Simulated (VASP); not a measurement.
Write the native input for VASP 6.6.1 that does the following.

```
Task                   : single point
Functional             : PBE
Potentials or basis    : VASP PAW PBE potentials, release 64 (Ba_sv, Ti_sv, O)
Cutoff                 : 520 eV
k mesh                 : 7 × 7 × 7
Occupations            : fermi-dirac, width 0.08 eV
Spin                   : no spin polarisation
Dipole correction      : no
Further INCAR settings : ALGO = Normal; EDIFF = 1e-07; NBANDS = 28
```

The structure of BaTiO3 lies in POSCAR:

```
BaTiO3
1.0
    4.0397980000      0.0000000000      0.0000000000
    0.0000000000      4.0397980000      0.0000000000
    0.0000000000      0.0000000000      4.0180000000
Ba Ti O
1 1 3
Direct
    0.0000000000      0.0000000000      0.0000000000
    0.5000000000      0.5000000000      0.4820000000
    0.5000000000      0.5000000000      0.0160000000
    0.5000000000      0.0000000000      0.5150000000
    0.0000000000      0.5000000000      0.5150000000
```

This cell differs from its parent crystal: equal xx and yy strain of +1 %.

One way to write it, as run:

INCAR

```
SYSTEM = BaTiO3
ALGO = Normal
EDIFF = 1E-7
ENCUT = 520
GGA = PE
ISIF = 2
ISMEAR = -1
LASPH = .TRUE.
LCHARG = .TRUE.
LELF = .TRUE.
LREAL = .FALSE.
LVHAR = .TRUE.
LWAVE = .FALSE.
NBANDS = 28
NELM = 80
PREC = Accurate
SIGMA = 0.08
```

KPOINTS

```
k-points
0
G
  7 7 7
  0 0 0
```

Potentials or basis: VASP PAW PBE potentials, release 64 (Ba_sv, Ti_sv, O).

The run is started by

```bash
$ cat potpaw_PBE.64/Ba_sv/POTCAR potpaw_PBE.64/Ti_sv/POTCAR potpaw_PBE.64/O/POTCAR > POTCAR
$ mpirun -np 1 vasp_std > vasp.out
```

It gave:

- Pressure: 1.1 GPa
- Largest force: 0.350 eV/Å
- Band gap on the k mesh: 1.83 eV, indirect (least direct gap 2.06 eV)

Caveat: the cell differs from its parent crystal (equal xx and yy strain of +1 %); spin-orbit coupling is left out, which moves the levels of the heavy elements.

It took 73 s on 1 thread of Intel(R) Xeon(R) Platinum 8259CL CPU @ 2.50GHz (Skylake/Cascade Lake), with other jobs on the host, peak memory 0.21 GiB.
